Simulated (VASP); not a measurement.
Wanted: the native input for a VASP 6.6.1 run.

```yaml
Task: relaxation of cell and atoms
Functional: PBE
Potentials_or_basis: VASP PAW PBE potentials, release 64 (B, C)
Cutoff: 600 eV
k_mesh: 4 × 4 × 5
Occupations: gaussian, width 0.2 eV
Spin: no spin polarisation
Dipole_correction: no
Further_INCAR_settings: ALGO = Normal; EDIFF = 1e-07; IBRION = 2; EDIFFG = -0.08; NSW = 36; ISIF = 3
```

The structure of B3C4 lies in POSCAR:

```
B3C4
1.0
    5.1000000000      0.0000000000      0.0000000000
   -2.5500000000      4.4167295600      0.0000000000
    0.0000000000      0.0000000000      3.2000000000
B C
3 4
Direct
    0.5000000000      0.0000000000      0.0000000000
    0.0000000000      0.5000000000      0.0000000000
    0.5000000000      0.5000000000      0.0000000000
    0.6666666000      0.8333333000      0.0000000000
    0.6666666700      0.3333333300      0.0000000000
    0.1666667000      0.3333334000      0.0000000000
    0.1666667000      0.8333333000      0.0000000000
```

The input as run:

INCAR

```
PREC = Accurate
ENCUT = 600
EDIFF = 1E-7
ISMEAR = 0
SIGMA = 0.2
LREAL = False
LASPH = True
NELM = 60
ALGO = Normal
ISIF = 3
LWAVE = False
LCHARG = False
GGA = PE
IBRION = 2
NSW = 36
EDIFFG = -0.08
```

KPOINTS

```
Automatic mesh
0
Gamma
  4 4 5
```

Potentials or basis: VASP PAW PBE potentials, release 64 (B, C).

The run is started by

```console
$ cat potpaw_PBE.64/B/POTCAR potpaw_PBE.64/C/POTCAR > POTCAR
$ mpirun -np 1 vasp_std > vasp.out
```

Results of the run:

* Relaxed volume: 12.25 Å³/atom
* Relaxed cell: a = 5.603 Å, b = 5.603 Å, c = 3.155 Å, α = 90.00°, β = 90.00°, γ = 120.00°
* Space group after relaxing (to 0.1 Å): P-6m2 (No. 187)
* Energy gained by relaxing: 449.7 meV/atom
* Ionic steps: 12
* Pressure after relaxing: -0.7 GPa
* Largest force after relaxing: 0.048 eV/Å
* Band gap on the k mesh: zero (an odd number of electrons rules out a gap without spin polarisation)

Caveat: the k points lie up to 0.40 Å⁻¹ apart in the final cell, too coarse for converged energies and pressures of a metal; the volume moved by over 15 % at a fixed basis, so the end points are rough; this functional lacks dispersion, which binds layers or chains, so the pressure and a relaxed spacing across them are unreliable; an odd number of electrons without spin polarisation forces a metal; a magnetic or distorted state may lie lower; the relaxation stopped at a loose force limit of 0.08 eV/Å, so its end isn't a converged minimum.

It took 5.8 min on 1 thread of Oxide Virtual Turin-like Processor (shared host), peak memory 0.17 GiB.
